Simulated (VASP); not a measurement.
Runs of VASP 6.6.1 on Co. The structure is that of space group Pm-3m (No. 221), or close to it. The cells are those of the table. This isn't the form of Co at room conditions, which is hcp.

```tsv
cell	gap on the mesh (eV)	pressure (GPa)	moment (μB)
a = 3.277 Å, angles 60.0°, 2 atoms	none	9.8	3.45
a = 3.320 Å, angles 60.0°, 2 atoms	none	4.5	3.65
a = 3.187 Å, angles 60.0°, 2 atoms	none	25.2	3.07
a = 3.140 Å, angles 60.0°, 2 atoms	none	(a)	(b)
a = 3.403 Å, angles 60.0°, 2 atoms	none	-4.8	3.75
```

Alike in all rows: task single point; level BLYP; potentials or basis VASP PAW PBE potentials, release 64 (Co); spin collinear, ferromagnetic start; k mesh 13 × 13 × 13; cutoff (eV) 520; smearing fermi-dirac 0.05 eV.

Question: Fill in the values left out.

Answer: (a) 36.7; (b) 2.94.

Caveats: the PAW data sets were made with another functional, which shifts forces and pressure a little; the cell stands under pressure (at least some runs); the cell stands under tension (at least some runs).

A gap of «none» marks levels without a gap at the run's occupations.
